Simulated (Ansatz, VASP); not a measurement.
# La2F3 in VASP and in Ansatz

The input INCAR:

```
SYSTEM = La2F3
PREC = Accurate
ENCUT = 520
EDIFF = 1E-6
ISMEAR = 0
SIGMA = 0.1
LREAL = .False.
LASPH = .True.
NELM = 80
ALGO = Normal
ISIF = 2
LWAVE = .False.
LCHARG = .False.
GGA = PE
NBANDS = 30
```

Contents of KPOINTS:

```
regular mesh
0
Gamma
  6 6 6
  0 0 0
```

Contents of POSCAR:

```
La2F3
1.0
   -1.7855205500      1.7855205500      7.5897084800
    1.7855205500     -1.7855205500      7.5897084800
    1.7855205500      1.7855205500     -7.5897084800
La F
2 3
Direct
    0.8890520300      0.8890520300      0.0000000000
    0.1109479700      0.1109479700      0.0000000000
    0.5000000000      0.5000000000      0.0000000000
    0.3055556100      0.3055556100      0.0000000000
    0.6944443900      0.6944443900      0.0000000000
```

Input for Ansatz:

```yaml
crystal:
  lattice:
    - [-1.78552055, 1.78552055, 7.58970848]
    - [1.78552055, -1.78552055, 7.58970848]
    - [1.78552055, 1.78552055, -7.58970848]
  atoms:
    - { symbol: La, position: [0.88905203, 0.88905203, 0.0] }
    - { symbol: La, position: [0.11094797, 0.11094797, 0.0] }
    - { symbol: F, position: [0.5, 0.5, 0.0] }
    - { symbol: F, position: [0.30555561, 0.30555561, 0.0] }
    - { symbol: F, position: [0.69444439, 0.69444439, 0.0] }
basis:
  ecutwfc: 420
kpoints:
  mp_grid: { grid: [6, 6, 6] }
hamiltonian:
  xc: pbe
scf:
  occupations: { method: gaussian, width: 0.1 }
  lower_state_search: "off"
output:
  forces: true
  stress: true
  eigenvalues: true
```

Change from the starting cell: species swapped into the Hf2Pt3 type (I4/mmm, No. 139).

Alike in both runs: task single point; functional PBE; k mesh 6 × 6 × 6; occupations gaussian, width 0.1 eV; no spin polarisation.

|  | VASP | Ansatz |
| --- | --- | --- |
| version | VASP 6.6.1 | Ansatz 0.2.0 |
| potentials or method | VASP PAW PBE potentials, release 64 (La, F), cutoff 520 eV | scalar-relativistic, plane waves, PAW |
| valence electrons in the cell | 43 | 43 |

|  | VASP | Ansatz | Ansatz less VASP |
| --- | --- | --- | --- |
| gap on the k mesh at the Fermi level (eV) | none | none | - |
| pressure (GPa) | -8.6 | -8.4 | +0.19 |
| traceless stress, the component that is largest in VASP (GPa) | 0.95 | 0.92 | -0.027 |
| rms of the force components (eV/Å) | 0.517 | 0.513 | -0.0047 |

Atom by atom the forces differ by 0.005 eV/Å (rms over components). A gap of «none» marks a metal or a gap that the smearing closes. The functional is the same, so the differences come from potentials, cutoffs and numerics.

The k mesh is coarse, so the values compare programs but aren't converged. Spin-orbit coupling is off throughout.
